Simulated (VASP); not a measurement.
Wanted: the native input for a VASP 6.6.1 run.

- Task: single point
- Functional: PBE
- Potentials or basis: VASP PAW PBE potentials, release 64 (Ge_d)
- Cutoff: 520 eV
- k mesh: 4 × 4 × 8
- Occupations: gaussian, width 0.1 eV
- Spin: no spin polarisation
- Dipole correction: no
- Further INCAR settings: ALGO = Normal; EDIFF = 1e-07; NBANDS = 28

The structure of Ge lies in POSCAR:

```
Ge
1.0
    5.2696555057      0.0000000000      0.0000000000
    0.0000000000      5.2696555057      0.0000000000
    0.0000000000      0.0000000000      2.6205443807
Ge
3
Direct
    0.0000000000      0.0000000000      0.0000000000
    0.0000000000      0.5000000000      0.0000000000
    0.5000000000      0.0000000000      0.0000000000
```

The cell was built from a structure type or drawn by symmetry, and may not be a known phase.

These files were run (other wordings do the same):

INCAR

```
PREC = Accurate ; ENCUT = 520
EDIFF = 1E-7 ; ISMEAR = 0
SIGMA = 0.1 ; LREAL = F
LASPH = T ; NELM = 60
ALGO = Normal ; ISIF = 2
LWAVE = F ; LCHARG = F
GGA = PE ; NBANDS = 28
```

KPOINTS

```
Automatic mesh
0
Gamma
  4 4 8
```

Potentials or basis: VASP PAW PBE potentials, release 64 (Ge_d).

Run with:

```sh
$ cat potpaw_PBE.64/Ge_d/POTCAR > POTCAR
$ mpirun -np 1 vasp_std > vasp.out
```

Results of the run:

```yaml
Pressure: 0.0 GPa
Band_gap_on_the_k_mesh: zero (bands 21 and 22 overlap by 3.10 eV)
```

It took 51 s on 1 thread of Intel(R) Xeon(R) Platinum 8375C CPU @ 2.90GHz (Ice Lake) (shared host), peak memory 0.2 GiB.
